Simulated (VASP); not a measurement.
# Ti (Fm-3m) in VASP: further runs

Runs on Ti. Level: r2SCAN. Tasks: single point.

Everything below comes from runs of VASP 6.6.1. Logs are shortened: lines on timing, memory, paths and dates and some standing lists are left out, and cuts for length are marked.

## (1) The cell of the first run

Symmetry: Fm-3m, No. 225, cubic system. Conventional cell: a = 4.000 Å, b = 4.000 Å, c = 4.000 Å, α = 90.00°, β = 90.00°, γ = 90.00°. Ti (site symmetry m-3m) has 12 Ti at 2.83 Å within 3.7 Å.

This isn't the form of Ti at room conditions, which is hcp.

## (2) Single point, r2SCAN (16.00 Å³/atom)

POSCAR

```
Ti
1.0
    0.0000000000      1.9999901589      1.9999901589
    1.9999901589      0.0000000000      1.9999901589
    1.9999901589      1.9999901589      0.0000000000
Ti
1
Direct
    0.0000000000      0.0000000000      0.0000000000
```

INCAR.step1

```
SYSTEM = Ti
  ALGO = Normal
  EDIFF = 1E-4
  ENCUT = 520
  GGA = PE
  ISMEAR = -1
  LASPH = .True.
  LCHARG = .False.
  LREAL = .False.
  LWAVE = .True.
  NBANDS = 12
  NELM = 100
  PREC = Accurate
  SIGMA = 0.1
```

INCAR.step2

```
SYSTEM = Ti
  ALGO = Normal
  EDIFF = 1E-7
  ENCUT = 520
  ISIF = 2
  ISMEAR = -1
  ISTART = 1
  LASPH = .True.
  LCHARG = .False.
  LMIXTAU = .True.
  LREAL = .False.
  LWAVE = .False.
  METAGGA = R2SCAN
  NBANDS = 12
  NELM = 100
  PREC = Accurate
  SIGMA = 0.1
```

KPOINTS

```
k-points
0
Gamma
  15 15 15
  0 0 0
```

Potentials or basis: VASP PAW PBE potentials, release 64 (Ti_sv).

Command:

```bash
> cat potpaw_PBE.64/Ti_sv/POTCAR > POTCAR
> cp INCAR.step1 INCAR
> mpirun -np 1 vasp_std > vasp.out
> cp INCAR.step2 INCAR
> mpirun -np 1 vasp_std > vasp.out
```

OUTCAR:

```text
SYSTEM = Ti
   EDIFF = 1E-7
   ENCUT = 520
   ISIF = 2
   ISMEAR = -1
   ISTART = 1
   LASPH = .True.
   LREAL = .False.
   METAGGA = R2SCAN
   NELM = 100
   PREC = Accurate

 ion  position               nearest neighbor table
   1  0.000  0.000  0.000-

  LATTYP: Found a face centered cubic cell.
 ALAT       =     3.9999803178

  Lattice vectors:

 A1 = (   0.0000000000,   1.9999901589,   1.9999901589)
 A2 = (   1.9999901589,   0.0000000000,   1.9999901589)
 A3 = (   1.9999901589,   1.9999901589,   0.0000000000)

Analysis of symmetry for initial positions (statically):
=====================================================================
 Subroutine PRICEL returns:
 Original cell was already a primitive cell.

 Routine SETGRP: Setting up the symmetry group for a
 face centered cubic supercell.

 Subroutine GETGRP returns: Found 48 space group operations
 (whereof 48 operations were pure point group operations)
 out of a pool of 48 trial point group operations.

The static configuration has the point symmetry O_h .

Analysis of symmetry for dynamics (positions and initial velocities):
=====================================================================
 Subroutine PRICEL returns:
 Original cell was already a primitive cell.

 Routine SETGRP: Setting up the symmetry group for a
 face centered cubic supercell.

 Subroutine GETGRP returns: Found 48 space group operations
 (whereof 48 operations were pure point group operations)
 out of a pool of 48 trial point group operations.

The dynamic configuration has the point symmetry O_h .

 Subroutine INISYM returns: Found 48 space group operations
 (whereof 48 operations are pure point group operations),
 and found     1 'primitive' translations

----------------------------------------------------------------------------------------

                                     Primitive cell

  volume of cell :      15.9998

  direct lattice vectors                    reciprocal lattice vectors
     0.000000000  1.999990159  1.999990159    -0.250001230  0.250001230  0.250001230
     1.999990159  0.000000000  1.999990159     0.250001230 -0.250001230  0.250001230
     1.999990159  1.999990159  0.000000000     0.250001230  0.250001230 -0.250001230

  length of vectors
     2.828413207  2.828413207  2.828413207     0.433014833  0.433014833  0.433014833

[... 83 lines left out ...]
   NFREE  =      0    steps in history (QN), initial steepest desc. (CG)
   ISIF   =      2    stress and relaxation
   ISYM   =      2    0-nonsym 1-usesym 2-fastsym
   POTIM  = 0.5000    time-step for ionic-motion
   TEBEG  =    0.0;   TEEND  =   0.0 temperature during run
   PSTRESS=    0.0 pullay stress
   NELECT =      12.0000    total number of electrons
   NUPDOWN=      -1.0000    fix difference up-down
   EMIN   =  10.00;   EMAX   =-10.00  energy-range for DOS
   EFERMI =   0.00;   METHOD = LEGACY
   ISMEAR =    -1;   SIGMA  =   0.10  broadening in eV -4-tet -1-fermi 0-gaus
   EFERMI_NEDOS =   21; number of points for ismear=-14 and -15
   IALGO  =     38    algorithm
   IMIX   =      4    mixing-type and parameters
     AMIX     =   0.40;   BMIX     =  1.00
     AMIX_MAG =   1.60;   BMIX_MAG =  1.00
  volume/ion in A,a.u.               =      16.00       107.97
  Fermi-wavevector in a.u.,A,eV,Ry     =   1.487410  2.810797 30.101377  2.212389
  Thomas-Fermi vector in A             =   2.600574
   LORBIT       =      0    0 simple, 1 ext, 2 COOP (PROOUT), +10 PAW based schemes
   METAGGA = R2SCAN    functional components
   LHFCALC =     F    Hartree Fock is set to
   AEXX    =    0.0000 exact exchange contribution
   IVDW    =     0    specifies the selected vdW correction
   LEPSILON=     F    determine dielectric tensor
   LRPA    =     F    only Hartree local field effects (RPA)
 non-spin polarized calculation
  energy-cutoff  :      520.00
  volume of cell :       16.00
 maximum number of plane-waves:       444
 NGX is ok and might be reduce to    24
   NGX = 11   NGY = 11   NGZ = 11

 number of electron      11.9999999 magnetization

 Free energy of the ion-electron system (eV)
  ---------------------------------------------------
  ext. energy  EPLUGINS =         0.00000000
  ---------------------------------------------------
  free energy    TOTEN  =       -12.85744948 eV

  energy without entropy =      -12.81066909  energy(sigma->0) =      -12.83405929

 E-fermi :   9.1504     XC(G=0): -12.8382

 val. band max:        9.1327895157   @ k =   0.4000   0.0667   0.0000
 cond. band min:       9.1510151243   @ k =   0.2667   0.0667   0.0000
 fundamental gap:      0.0182256086
 Fermi energy:         9.1503993899

 k-point     1 :       0.0000    0.0000    0.0000
  band No.  band energies     occupation
      1     -49.7441      2.00000
      2     -24.4403      2.00000
      3     -24.4403      2.00000
      4     -24.4403      2.00000
      5       2.5025      2.00000
      6      10.2045      0.00005
      7      10.2045      0.00005
      8      10.2045      0.00005
      9      12.2032      0.00000
     10      12.2032      0.00000
     11      25.3697      0.00000
     12      30.6916      0.00000
[... 331 lines left out ...]
 k-point    24 :       0.2000    0.1333    0.0000
  band No.  band energies     occupation
      1     -49.6814      2.00000
      2     -24.7011      2.00000
      3     -24.5191      2.00000
      4     -24.5120      2.00000
      5       3.8572      2.00000
      6       9.2523      0.53057
      7      10.7163      0.00000
      8      10.7865      0.00000
      9      11.4113      0.00000
     10      12.4829      0.00000
     11      26.2326      0.00000
     12      26.9570      0.00000

 [... further k-points ...]

------------------------ aborting loop because EDIFF is reached ----------------------------------------

  FORCE on cell =-STRESS in cart. coord.  units (eV):
  Direction    XX          YY          ZZ          XY          YZ          ZX
  --------------------------------------------------------------------------------------
  -------------------------------------------------------------------------------------
  Total        1.1078294      1.1078294      1.1078294      0.0000000      0.0000000     -0.0000000
  in kB      110.9353298    110.9353298    110.9353298      0.0000000      0.0000000     -0.0000000
  external PRESSURE =     110.9353298 kB  Pullay stress =       0.0000000 kB

 VOLUME and BASIS-vectors are now :
 -----------------------------------------------------------------------------
  energy-cutoff  :      520.00
  volume of cell :       16.00
      direct lattice vectors                 reciprocal lattice vectors
     0.000000000  1.999990159  1.999990159    -0.250001230  0.250001230  0.250001230
     1.999990159  0.000000000  1.999990159     0.250001230 -0.250001230  0.250001230
     1.999990159  1.999990159  0.000000000     0.250001230  0.250001230 -0.250001230

 POSITION                                       TOTAL-FORCE (eV/Angst)
 -----------------------------------------------------------------------------------
      0.00000      0.00000      0.00000         0.000000      0.000000     -0.000000
 -----------------------------------------------------------------------------------
    total drift:                                0.000000      0.000000     -0.000000

  FREE ENERGIE OF THE ION-ELECTRON SYSTEM (eV)
  ---------------------------------------------------
  free  energy   TOTEN  =       -12.8574494807 eV

  energy  without entropy=      -12.8106690932  energy(sigma->0) =      -12.83405929
```

Wall time 2.6 min (1 thread of Intel Xeon 8259CL, shared host); peak memory 0.16 GiB.

What came out:

| Item | Value |
| --- | --- |
| Free energy | -12.8574 eV |
| Pressure | 11.1 GPa |
| Band gap on the k mesh | zero (bands 6 and 7 overlap by 1.37 eV) |

Caveat: the cell stands under pressure; the PAW data sets were made with another functional, which shifts forces and pressure a little.

## (3) Single point, r2SCAN (16.70 Å³/atom)

This run uses another cell than the first one, of 16.70 Å³/atom.

POSCAR

```
Ti
1.0
    0.0000000000      2.0285653075      2.0285653075
    2.0285653075      0.0000000000      2.0285653075
    2.0285653075      2.0285653075      0.0000000000
Ti
1
Direct
    0.0000000000      0.0000000000      0.0000000000
```

INCAR.step1

```
ALGO = Normal
EDIFF = 1E-4
ENCUT = 520
GGA = PE
ISMEAR = -1
LASPH = T
LCHARG = F
LREAL = F
LWAVE = T
NBANDS = 12
NELM = 60
PREC = Accurate
SIGMA = 0.1
```

INCAR.step2

```
ALGO = Normal
EDIFF = 1E-6
ENCUT = 520
ISIF = 2
ISMEAR = -1
ISTART = 1
LASPH = T
LCHARG = F
LMIXTAU = T
LREAL = F
LWAVE = F
METAGGA = R2SCAN
NBANDS = 12
NELM = 60
PREC = Accurate
SIGMA = 0.1
```

KPOINTS

```
k-points
0
Gamma
  15 15 15
```

Potentials or basis: VASP PAW PBE potentials, release 64 (Ti_sv).

Command:

```bash
> cat potpaw_PBE.64/Ti_sv/POTCAR > POTCAR
> cp INCAR.step1 INCAR
> mpirun -np 1 vasp_std > vasp.out
> cp INCAR.step2 INCAR
> mpirun -np 1 vasp_std > vasp.out
```

Wall time 2.1 min (1 thread of Intel Xeon 8259CL, shared host); peak memory 0.16 GiB.

Results (log left out):

* Free energy: -12.8931 eV
* Pressure: 5.3 GPa
* Band gap on the k mesh: zero (bands 6 and 7 overlap by 1.33 eV)

Levels at points of the mesh, in eV from the Fermi level:
```csv
k point,band 3,band 4,band 5,band 6,band 7,band 8,band 9,band 10
"(0.00, 0.00, 0.00)",-33.72,-33.72,-6.56,1.03,1.03,1.03,2.92,2.92
```

Caveat: the cell stands under pressure; the PAW data sets were made with another functional, which shifts forces and pressure a little.

## (4) Single point, r2SCAN (17.39 Å³/atom)

This run uses another cell than the first one, of 17.39 Å³/atom.

POSCAR

```
Ti
1.0
    0.0000000000      2.0563573269      2.0563573269
    2.0563573269      0.0000000000      2.0563573269
    2.0563573269      2.0563573269      0.0000000000
Ti
1
Direct
    0.0000000000      0.0000000000      0.0000000000
```

INCAR.step1

```
SYSTEM = Ti
PREC = Accurate ; ENCUT = 520
ISMEAR = -1 ; SIGMA = 0.1
LREAL = .FALSE. ; LASPH = .TRUE.
NELM = 80 ; NBANDS = 12
GGA = PE ; ALGO = Normal
EDIFF = 1E-4 ; LWAVE = .TRUE.
LCHARG = .FALSE.
```

INCAR.step2

```
SYSTEM = Ti
PREC = Accurate ; ENCUT = 520
EDIFF = 1E-7 ; ISMEAR = -1
SIGMA = 0.1 ; LREAL = .FALSE.
LASPH = .TRUE. ; NELM = 80
ALGO = Normal ; ISIF = 2
LWAVE = .FALSE. ; LCHARG = .FALSE.
METAGGA = R2SCAN ; LMIXTAU = .TRUE.
NBANDS = 12 ; ISTART = 1
```

KPOINTS

```
Automatic mesh
0
G
  15 15 15
  0 0 0
```

Command:

```bash
> cat potpaw_PBE.64/Ti_sv/POTCAR > POTCAR
> cp INCAR.step1 INCAR
> mpirun -np 1 vasp_std > vasp.out
> cp INCAR.step2 INCAR
> mpirun -np 1 vasp_std > vasp.out
```

It took 2.6 min on 1 thread of Intel Xeon 8259CL, shared host; peak memory 0.16 GiB.

It converged, with:

```yaml
Free_energy: -12.9055 eV
Pressure: 0.4 GPa
Band_gap_on_the_k_mesh: zero (bands 6 and 7 overlap by 1.29 eV)
```

Levels at points of the mesh, in eV from the Fermi level:
```
           k point  band 2  band 3  band 4  band 5  band 6  band 7  band 8  band 9  band 10  band 11
(0.00, 0.00, 0.00)  -33.85  -33.85  -33.85   -6.47    1.00    1.00    1.00    2.80     2.80    15.77
```

Caveat: the PAW data sets were made with another functional, which shifts forces and pressure a little.

## (5) Summary

```csv
cell,gap on the mesh (eV),pressure (GPa)
"a = 2.828 Å, angles 60.0°, 1 atom",none,11.1
"a = 2.869 Å, angles 60.0°, 1 atom",none,5.3
"a = 2.908 Å, angles 60.0°, 1 atom",none,0.4
```

Alike in all rows: task single point; level r2SCAN; potentials or basis VASP PAW PBE potentials, release 64 (Ti_sv); no spin polarisation; k mesh 15 × 15 × 15; cutoff (eV) 520; smearing fermi-dirac 0.1 eV.

Caveats: the PAW data sets were made with another functional, which shifts forces and pressure a little; the cell stands under pressure (at least some runs).

Total energies depend on the potentials used, so only differences within one code and one set of settings carry meaning.

The gap in the log of VASP goes by the Fermi energy; the results here count the filled bands.